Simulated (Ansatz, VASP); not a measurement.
**Two plane-wave programs on K**

The input INCAR:

```
SYSTEM = K
PREC = Accurate
ENCUT = 520
EDIFF = 1E-6
ISMEAR = 0
SIGMA = 0.1
LREAL = .False.
LASPH = .True.
NELM = 60
ALGO = Fast
ISIF = 2
LWAVE = .False.
LCHARG = .False.
GGA = PS
NBANDS = 10
```

KPOINTS

```
Automatic mesh
0
Gamma
  6 6 6
  0 0 0
```

POSCAR

```
K
1.0
   -2.6301727157      2.6301727157      2.6301727157
    2.6301727157     -2.6301727157      2.6301727157
    2.6301727157      2.6301727157     -2.6301727157
K
1
Direct
    0.0000000000      0.0000000000      0.0000000000
```

Input for Ansatz:

```yaml
crystal:
  lattice:
    - [-2.6301727157, 2.6301727157, 2.6301727157]
    - [2.6301727157, -2.6301727157, 2.6301727157]
    - [2.6301727157, 2.6301727157, -2.6301727157]
  atoms:
    - { symbol: K, position: [0.0, 0.0, 0.0] }
basis:
  ecutwfc: 420
kpoints:
  mp_grid: { grid: [6, 6, 6] }
hamiltonian:
  xc: pbesol
scf:
  occupations: { method: gaussian, width: 0.1 }
output:
  forces: true
  stress: true
  eigenvalues: true
```

Alike in both runs: task single point; functional PBEsol; k mesh 6 × 6 × 6; occupations gaussian, width 0.1 eV; no spin polarisation.

|  | VASP | Ansatz |
| --- | --- | --- |
| version | VASP 6.6.1 | Ansatz 0.2.0 |
| potentials or method | VASP PAW PBE potentials, release 64 (K_sv), cutoff 520 eV | scalar-relativistic, plane waves, PAW |
| valence electrons in the cell | 9 | 9 |

|  | VASP | Ansatz | Ansatz less VASP |
| --- | --- | --- | --- |
| gap on the k mesh at the Fermi level (eV) | none | none | - |
| pressure (GPa) | -0.1 | -0.1 | +0.01 |

VASP's potentials were made for PBE, not for PBEsol. A gap of «none» marks a metal or a gap that the smearing closes.
